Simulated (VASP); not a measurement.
# Se (R-3m) in VASP: a series of runs

Se is run at these levels: PBEsol; tasks: single point.

All numbers are computed with VASP 6.6.1; they aren't measurements. Logs are shortened: lines on timing, memory, paths and dates and some standing lists are left out, and cuts for length are marked.

### 1 The cell of the first run

It takes space group R-3m (No. 166, trigonal). Conventional cell: a = 3.811 Å, b = 3.811 Å, c = 2.618 Å, α = 90.00°, β = 90.00°, γ = 120.00°. Se (site symmetry -3m) has 14 Se at 2.37 to 2.81 Å within 3.1 Å.

### 2 Single point, PBEsol

INCAR reads:

```
SYSTEM = Se
  PREC = Accurate
  ENCUT = 520
  EDIFF = 1E-7
  ISMEAR = -1
  SIGMA = 0.02
  LREAL = .False.
  LASPH = .True.
  NELM = 100
  ALGO = Normal
  ISIF = 2
  LWAVE = .False.
  LCHARG = .False.
  GGA = PS
  NBANDS = 9
```

KPOINTS reads:

```
regular mesh
0
Gamma
  13 13 13
  0 0 0
```

POSCAR reads:

```
Se
1.0
    1.9055542261      1.1001722472      0.8727603371
   -1.9055542261      1.1001722472      0.8727603371
    0.0000000000     -2.2003444943      0.8727603371
Se
1
Direct
    0.0000000000      0.0000000000      0.0000000000
```

Potentials or basis: VASP PAW PBE potentials, release 64 (Se).

Command:

```
cat potpaw_PBE.64/Se/POTCAR > POTCAR
mpirun -np 1 vasp_std > vasp.out
```

OUTCAR:

```text
SYSTEM = Se
   PREC = Accurate
   ENCUT = 520
   EDIFF = 1E-7
   ISMEAR = -1
   LREAL = .False.
   LASPH = .True.
   NELM = 100
   ISIF = 2
   GGA = PS

 ion  position               nearest neighbor table
   1  0.000  0.000  0.000-

  LATTYP: Found a trigonal (rhomboedric) cell.
 ALAT       =     2.3671135351
 COS(alpha) =    -0.2960878581

  Lattice vectors:

 A1 = (   1.9055542261,   1.1001722472,   0.8727603371)
 A2 = (  -1.9055542261,   1.1001722472,   0.8727603371)
 A3 = (   0.0000000000,  -2.2003444943,   0.8727603371)

Analysis of symmetry for initial positions (statically):
=====================================================================
 Subroutine PRICEL returns:
 Original cell was already a primitive cell.

 Routine SETGRP: Setting up the symmetry group for a
 trigonal (rhombohedral) supercell.

 Subroutine GETGRP returns: Found 12 space group operations
 (whereof 12 operations were pure point group operations)
 out of a pool of 12 trial point group operations.

The static configuration has the point symmetry D_3d.

Analysis of symmetry for dynamics (positions and initial velocities):
=====================================================================
 Subroutine PRICEL returns:
 Original cell was already a primitive cell.

 Routine SETGRP: Setting up the symmetry group for a
 trigonal (rhombohedral) supercell.

 Subroutine GETGRP returns: Found 12 space group operations
 (whereof 12 operations were pure point group operations)
 out of a pool of 12 trial point group operations.

The dynamic configuration has the point symmetry D_3d.

 Subroutine INISYM returns: Found 12 space group operations
 (whereof 12 operations are pure point group operations),
 and found     1 'primitive' translations

----------------------------------------------------------------------------------------

                                     Primitive cell

  volume of cell :      10.9781

  direct lattice vectors                    reciprocal lattice vectors
     1.905554226  1.100172247  0.872760337     0.262390854  0.151491430  0.381929975
    -1.905554226  1.100172247  0.872760337    -0.262390854  0.151491430  0.381929975
     0.000000000 -2.200344494  0.872760337     0.000000000 -0.302982859  0.381929975

  length of vectors
     2.367113535  2.367113535  2.367113538     0.487513199  0.487513199  0.487513198

  position of ions in fractional coordinates (direct lattice)
     0.000000000  0.000000000  0.000000000

  ion indices of the primitive-cell ions
   primitive index   ion index
                 1           1
[... 71 lines left out ...]
   NELM   =    100;   NELMIN=  2; NELMDL= -5     # of ELM steps
   EDIFF  = 0.1E-06   stopping-criterion for ELM
   LREAL  =      F    real-space projection
   EDIFFG = 0.1E-05   stopping-criterion for IOM
   NSW    =      0    number of steps for IOM
   IBRION =     -1    ionic relax: 0-MD 1-quasi-New 2-CG
   NFREE  =      0    steps in history (QN), initial steepest desc. (CG)
   ISIF   =      2    stress and relaxation
   ISYM   =      2    0-nonsym 1-usesym 2-fastsym
   POTIM  = 0.5000    time-step for ionic-motion
   TEBEG  =    0.0;   TEEND  =   0.0 temperature during run
   PSTRESS=    0.0 pullay stress
   NELECT =       6.0000    total number of electrons
   NUPDOWN=      -1.0000    fix difference up-down
   EMIN   =  10.00;   EMAX   =-10.00  energy-range for DOS
   EFERMI =   0.00;   METHOD = LEGACY
   ISMEAR =    -1;   SIGMA  =   0.02  broadening in eV -4-tet -1-fermi 0-gaus
   EFERMI_NEDOS =   21; number of points for ismear=-14 and -15
   IALGO  =     38    algorithm
   IMIX   =      4    mixing-type and parameters
     AMIX     =   0.40;   BMIX     =  1.00
     AMIX_MAG =   1.60;   BMIX_MAG =  1.00
  volume/ion in A,a.u.               =      10.98        74.08
  Fermi-wavevector in a.u.,A,eV,Ry     =   1.338492  2.529383 24.375671  1.791561
  Thomas-Fermi vector in A             =   2.466958
   LORBIT       =      0    0 simple, 1 ext, 2 COOP (PROOUT), +10 PAW based schemes
   GGA     = PS    functional components
   LHFCALC =     F    Hartree Fock is set to
   AEXX    =    0.0000 exact exchange contribution
   IVDW    =     0    specifies the selected vdW correction
   LEPSILON=     F    determine dielectric tensor
   LRPA    =     F    only Hartree local field effects (RPA)
 non-spin polarized calculation
  energy-cutoff  :      520.00
  volume of cell :       10.98
 maximum number of plane-waves:       303
 NGX is ok and might be reduce to    18
   NGX =  9   NGY =  9   NGZ =  9

 number of electron       6.0000000 magnetization

 Free energy of the ion-electron system (eV)
  ---------------------------------------------------
  ext. energy  EPLUGINS =         0.00000000
  ---------------------------------------------------
  free energy    TOTEN  =        -0.72857954 eV

  energy without entropy =       -0.72774089  energy(sigma->0) =       -0.72816022

 E-fermi :  15.4309     XC(G=0): -13.6600

 val. band max:       15.4028577209   @ k =  -0.3077   0.4615   0.2308
 cond. band min:      15.4313209649   @ k =  -0.2308   0.3846   0.2308
 fundamental gap:      0.0284632439
 Fermi energy:        15.4309472200

 k-point     1 :       0.0000    0.0000    0.0000
  band No.  band energies     occupation
      1      -8.8326      2.00000
      2      21.1405      0.00000
      3      23.4541      0.00000
      4      23.4541      0.00000
      5      27.8566      0.00000
      6      27.8566      0.00000
      7      30.3725      0.00000
      8      33.9582      0.00000
      9      33.9584      0.00000
[... 265 lines left out ...]
 k-point    24 :       0.4615    0.1538   -0.0000
  band No.  band energies     occupation
      1      -0.8470      2.00000
      2       2.6164      2.00000
      3      12.6850      2.00000
      4      18.3434      0.00000
      5      25.4618      0.00000
      6      30.1499      0.00000
      7      35.6385      0.00000
      8      37.0072      0.00000
      9      41.9775      0.00000

 [... further k-points ...]
[... 5 lines left out ...]
  --------------------------------------------------------------------------------------
  -------------------------------------------------------------------------------------
  Total       12.0312077     12.0312077     11.2203328      0.0000000      0.0000000      0.0000000
  in kB     1755.8667555   1755.8667611   1637.5254996      0.0000000      0.0000001      0.0000000
  external PRESSURE =    1716.4196721 kB  Pullay stress =       0.0000000 kB

 VOLUME and BASIS-vectors are now :
 -----------------------------------------------------------------------------
  energy-cutoff  :      520.00
  volume of cell :       10.98
      direct lattice vectors                 reciprocal lattice vectors
     1.905554226  1.100172247  0.872760337     0.262390854  0.151491430  0.381929975
    -1.905554226  1.100172247  0.872760337    -0.262390854  0.151491430  0.381929975
     0.000000000 -2.200344494  0.872760337     0.000000000 -0.302982859  0.381929975

 POSITION                                       TOTAL-FORCE (eV/Angst)
 -----------------------------------------------------------------------------------
      0.00000      0.00000      0.00000         0.000000     -0.000000     -0.000000
 -----------------------------------------------------------------------------------
    total drift:                               -0.000000      0.000000      0.000000

  FREE ENERGIE OF THE ION-ELECTRON SYSTEM (eV)
  ---------------------------------------------------
  free  energy   TOTEN  =        -0.7285795379 eV

  energy  without entropy=       -0.7277408931  energy(sigma->0) =       -0.72816022
```

It took 26 s on 1 thread of Intel Xeon 8259CL, shared host; peak memory 0.13 GiB.

Results:

| Item | Value |
| --- | --- |
| Free energy | -0.7286 eV |
| Pressure | 171.6 GPa |
| Band gap on the k mesh | zero (band 3 reaches 23.45 eV, above the bottom of band 4 at 7.94 eV) |

Levels at points of the mesh, in eV from the Fermi level:
| k point | band 1 | band 2 | band 3 | band 4 | band 5 | band 6 | band 7 | band 8 |
| --- | --- | --- | --- | --- | --- | --- | --- | --- |
| (0.00, 0.00, 0.00) | -24.26 | 5.71 | 8.02 | 8.02 | 12.43 | 12.43 | 14.94 | 18.53 |

Caveat: the PAW data sets were made with another functional, which shifts forces and pressure a little.

### 3 Single point, PBEsol

This run uses another cell than the first one, of 11.32 Å³/atom, 1.031 times its volume.

INCAR reads:

```
PREC = Accurate ; ENCUT = 520
EDIFF = 1E-6 ; ISMEAR = -1
SIGMA = 0.02 ; LREAL = F
LASPH = T ; NELM = 100
ALGO = Normal ; ISIF = 2
LWAVE = F ; LCHARG = T
GGA = PS ; LELF = T
LVHAR = T ; NBANDS = 9
```

KPOINTS reads:

```
regular mesh
0
Gamma
  13 13 13
```

POSCAR reads:

```
Se
1.0
    1.9250000000      1.1113992700      0.8816666700
   -1.9250000000      1.1113992700      0.8816666700
    0.0000000000     -2.2227985400      0.8816666700
Se
1
Direct
    0.0000000000      0.0000000000      0.0000000000
```

Potentials or basis: VASP PAW PBE potentials, release 64 (Se).

Command:

```
cat potpaw_PBE.64/Se/POTCAR > POTCAR
mpirun -np 1 vasp_std > vasp.out
```

It took 29 s on 1 thread of Intel Xeon 8259CL, shared host; peak memory 0.14 GiB.

It converged, with:

| Quantity | Value |
| --- | --- |
| Free energy | -1.0710 eV |
| Pressure | 151.9 GPa |
| Band gap on the k mesh | zero (band 3 reaches 22.52 eV, above the bottom of band 4 at 7.59 eV) |

Stress tensor (GPa, compression positive):
```
154.78   0.00   0.00
  0.00 154.78   0.00
  0.00   0.00 146.14
```

Levels at points of the mesh, in eV from the Fermi level:
```csv
k point,band 1,band 2,band 3,band 4,band 5,band 6
"(0.00, 0.00, 0.00)",-23.70,5.49,7.75,7.75,12.39,12.39
```

Caveat: the PAW data sets were made with another functional, which shifts forces and pressure a little.

### 4 Single point, PBEsol

This run uses another cell than the first one, of 11.66 Å³/atom, 1.062 times its volume.

INCAR reads:

```
SYSTEM = Se
PREC     = Accurate       ! precision mode
ENCUT    = 520            ! plane-wave cutoff, eV
EDIFF    = 1E-6           ! SCF threshold, eV
ISMEAR   = -1             ! smearing method
SIGMA    = 0.02           ! smearing width, eV
LREAL    = .FALSE.        ! projectors in reciprocal space
LASPH    = .TRUE.         ! aspherical terms in the spheres
NELM     = 80             ! most SCF steps
ALGO     = Normal         ! electronic algorithm
ISIF     = 2              ! what is computed and relaxed
LWAVE    = .FALSE.        ! write WAVECAR
LCHARG   = .FALSE.        ! write CHGCAR
GGA      = PS             ! functional
NBANDS   = 9              ! bands
```

KPOINTS reads:

```
Automatic mesh
0
G
  13 13 13
  0 0 0
```

POSCAR reads:

```
Se
1.0
    1.9440606455      1.1224039389      0.8903966107
   -1.9440606455      1.1224039389      0.8903966107
    0.0000000000     -2.2448078777      0.8903966107
Se
1
Direct
    0.0000000000      0.0000000000      0.0000000000
```

Command:

```
cat potpaw_PBE.64/Se/POTCAR > POTCAR
mpirun -np 1 vasp_std > vasp.out
```

It took 28 s on 1 thread of Intel Xeon 8259CL, shared host; peak memory 0.14 GiB.

The run converged. Its results:

| Item | Value |
| --- | --- |
| Free energy | -1.3745 eV |
| Pressure | 134.8 GPa |
| Band gap on the k mesh | zero (band 3 reaches 21.63 eV, above the bottom of band 4 at 7.25 eV) |

Stress tensor (GPa, compression positive):
```
135.99   0.00   0.00
  0.00 135.99   0.00
  0.00   0.00 132.53
```

Levels at points of the mesh, in eV from the Fermi level:
| k point | band 1 | band 2 | band 3 | band 4 | band 5 | band 6 | band 7 |
| --- | --- | --- | --- | --- | --- | --- | --- |
| (0.00, 0.00, 0.00) | -23.20 | 5.26 | 7.45 | 7.45 | 12.33 | 12.33 | 14.67 |

Caveat: the PAW data sets were made with another functional, which shifts forces and pressure a little.

### 5 Single point, PBEsol

This run uses another cell than the first one, of 12.00 Å³/atom, 1.093 times its volume.

INCAR reads:

```
ALGO = Normal
EDIFF = 1E-6
ENCUT = 520
GGA = PS
ISIF = 2
ISMEAR = -1
LASPH = True
LCHARG = False
LREAL = False
LWAVE = False
NBANDS = 9
NELM = 100
PREC = Accurate
SIGMA = 0.02
```

KPOINTS reads:

```
k-points
0
Gamma
  13 13 13
```

POSCAR reads:

```
Se
1.0
    1.9627546832      1.1331969465      0.8989586418
   -1.9627546832      1.1331969465      0.8989586418
    0.0000000000     -2.2663938930      0.8989586418
Se
1
Direct
    0.0000000000      0.0000000000      0.0000000000
```

Command:

```
cat potpaw_PBE.64/Se/POTCAR > POTCAR
mpirun -np 1 vasp_std > vasp.out
```

Run time: 25 s. Hardware: 1 thread of Intel Xeon 8259CL, shared host; peak memory 0.13 GiB.

The run converged. Its results:

- Free energy: -1.6437 eV
- Pressure: 119.5 GPa
- Band gap on the k mesh: zero (band 3 reaches 20.79 eV, above the bottom of band 4 at 6.93 eV)

Stress tensor (GPa, compression positive):
```
119.70   0.00   0.00
  0.00 119.70   0.00
  0.00   0.00 118.96
```

Levels at points of the mesh, in eV from the Fermi level:
| k point | band 1 | band 2 | band 3 | band 4 | band 5 | band 6 |
| --- | --- | --- | --- | --- | --- | --- |
| (0.00, 0.00, 0.00) | -22.76 | 5.00 | 7.15 | 7.15 | 12.24 | 12.24 |

Caveat: the PAW data sets were made with another functional, which shifts forces and pressure a little.

### 6 The runs side by side

| cell | gap on the mesh (eV) | pressure (GPa) |
| --- | --- | --- |
| a = 2.367 Å, angles 107.2°, 1 atom | none | 171.6 |
| a = 2.391 Å, angles 107.2°, 1 atom | none | 151.9 |
| a = 2.415 Å, angles 107.2°, 1 atom | none | 134.8 |
| a = 2.438 Å, angles 107.2°, 1 atom | none | 119.5 |

Alike in all rows: task single point; level PBEsol; potentials or basis VASP PAW PBE potentials, release 64 (Se); no spin polarisation; k mesh 13 × 13 × 13; cutoff (eV) 520; smearing fermi-dirac 0.02 eV.

Caveats: the PAW data sets were made with another functional, which shifts forces and pressure a little.

Absolute energies hang on the potentials; compare differences alone.
